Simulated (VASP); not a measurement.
Here is a VASP 6.6.1 calculation.

File INCAR:

```
PREC = Accurate
ENCUT = 520
EDIFF = 1E-6
ISMEAR = -1
SIGMA = 0.05
LREAL = F
LASPH = T
NELM = 60
ALGO = Normal
ISIF = 2
LWAVE = F
LCHARG = T
GGA = PE
LELF = T
LVHAR = T
NBANDS = 16
```

File KPOINTS:

```
regular mesh
0
Gamma
  6 6 3
```

POSCAR

```
Rb
1.0
    2.5381762600     -4.4447189800      0.0000000000
    2.5381762600      4.4447189800      0.0000000000
    0.0000000000      0.0000000000      8.4480028000
Rb
2
Direct
    0.1602887400      0.8397112600      0.7500000000
    0.8397112600      0.1602887400      0.2500000000
```

Potentials or basis: VASP PAW PBE potentials, release 64 (Rb_sv).

Run with:

```console
$ cat potpaw_PBE.64/Rb_sv/POTCAR > POTCAR
$ mpirun -np 1 vasp_std > vasp.out
```

(1) Predict the largest force.

(2) What does it give for the pressure?

Answers

(1) 0.004 eV/Å.

(2) -0.1 GPa.
